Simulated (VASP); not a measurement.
Runs of VASP 6.6.1 on RbCd. The structure is that of space group Pm-3m (No. 221), or close to it. The cells are those of the table. 

```csv
task,level,potentials or basis,cell,cutoff (eV),k mesh for the DOS,occupations for the DOS,gap on the mesh (eV),pressure (GPa)
single point,PBE,"VASP PAW PBE potentials, release 64 (Rb_sv, Cd)","a = 4.552 Å, 2 atoms",500,-,-,none,0.0
single point,PBE,"VASP PAW PBE potentials, release 64 (Rb_sv, Cd)","a = 4.597 Å, 2 atoms",500,-,-,none,-0.2
single point,PBE,"VASP PAW PBE potentials, release 64 (Rb_sv, Cd)","a = 4.459 Å, 2 atoms",500,-,-,none,0.5
single point,PBE,"VASP PAW PBE potentials, release 64 (Rb_sv, Cd)","a = 4.641 Å, 2 atoms",500,-,-,none,(a)
```

Alike in all rows: no spin polarisation; k mesh 12 × 12 × 12; smearing gaussian 0.1 eV.

Problem. Fill in the values left out.

Solution. (a) -0.3.

A k mesh can miss the band edges, and the runs leave out spin-orbit coupling on Cd, Rb.

A gap of «none» marks levels without a gap at the run's occupations.
